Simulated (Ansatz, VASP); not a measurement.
Two plane-wave programs on Fe

```
Fe
1.0
     0.00000    1.80255    1.82424
     1.39103    0.00000    1.82424
     1.39103    1.80255    0.00000
Fe
1
Direct
  0.00000 0.00000 0.00000
```

Change from the starting cell: volume scaled by 0.8, PAW files.

Alike in both runs: task single point; functional r2SCAN; k mesh 14 × 14 × 14; occupations fermi-dirac, width 0.1 eV; collinear spin.

|  | VASP | Ansatz |
| --- | --- | --- |
| version | VASP 6.6.1 | Ansatz 0.2.0 |
| potentials or method | VASP PAW PBE potentials, release 64 (Fe) | PAW with Ansatz's default frozen-core files, scalar-relativistic |
| plane-wave cutoff (eV) | 520 | 500 |
| valence electrons in the cell | 8 | 16 |

Ansatz gave:

* pressure (GPa): 72.1
* traceless stress, the component that is largest in VASP (GPa): -11.62
* net moment per atom (μB): 2.13
* size of the moment on the site where the two differ most (μB): 2.21

Task: Which values does VASP return?

Result: Pressure (GPa): 72.7; traceless stress, the component that is largest in VASP (GPa): -11.59; net moment per atom (μB): 2.14; size of the moment on the site where the two differ most (μB): 2.12.

VASP's potentials were made for PBE, not for r2SCAN. Site moments also hang on the region over which each program counts them. Both programs put the cell under a high pressure, so it lies far from rest at this level. VASP's potentials hold 8 valence electrons a cell and Ansatz's 16, so a difference there can come from the potentials and not from the codes. Ansatz's warnings: stability check not made.

Noted on VASP's run: the cell as given lies far from equilibrium.
